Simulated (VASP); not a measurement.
## BaTiO3: single point with PBE+D4

Crystal: BaTiO3.

```
Ba Ti O
1.0
     4.00600    0.00000    0.00000
     0.00000    4.00600    0.00000
     0.00000    0.00000    4.00600
Ba Ti O
1 1 3
Direct
  0.50000 0.50000 0.50000
  0.00000 0.00000 0.00000
  0.50000 0.00000 0.00000
  0.00000 0.50000 0.00000
  0.00000 0.00000 0.50000
```

```
Program                : VASP 6.6.1
Task                   : single point
Functional             : PBE
Dispersion             : D4
Potentials or basis    : VASP PAW PBE potentials, release 64 (Ba_sv, Ti_sv, O)
Cutoff                 : 520 eV
k mesh                 : 4 × 4 × 4
Occupations            : methfessel-paxton, width 0.02 eV
Spin                   : no spin polarisation
Dipole correction      : no
Further INCAR settings : ALGO = Normal; EDIFF = 1e-06; NBANDS = 28
```

| Property | Result |
| --- | --- |
| Pressure | 0.6 GPa |
| Band gap on the k mesh | 1.72 eV, indirect (least direct gap 1.87 eV) |
| Dispersion energy per atom | -0.215 eV |

Levels at points of the mesh, in eV from the valence-band top:
```csv
k point,band 18,band 19,band 20,band 21,band 22,band 23
"(0.00, 0.00, 0.00)",-0.15,-0.15,-0.15,1.72,1.72,1.72
"(0.50, 0.00, 0.00)",-1.83,-0.72,-0.72,1.88,3.46,3.46
"(0.50, 0.50, 0.00)",-0.87,-0.87,-0.09,3.46,3.46,3.87
"(0.50, 0.50, 0.50)",0.00,0.00,0.00,4.12,4.12,4.12
```

Wall time 18 s on 1 thread of AMD EPYC 7R13 Processor (Zen 3), on a shared host, peak memory 0.15 GiB.

Caveat: spin-orbit coupling is left out, which moves the levels of the heavy elements. A k mesh can miss the band edges.
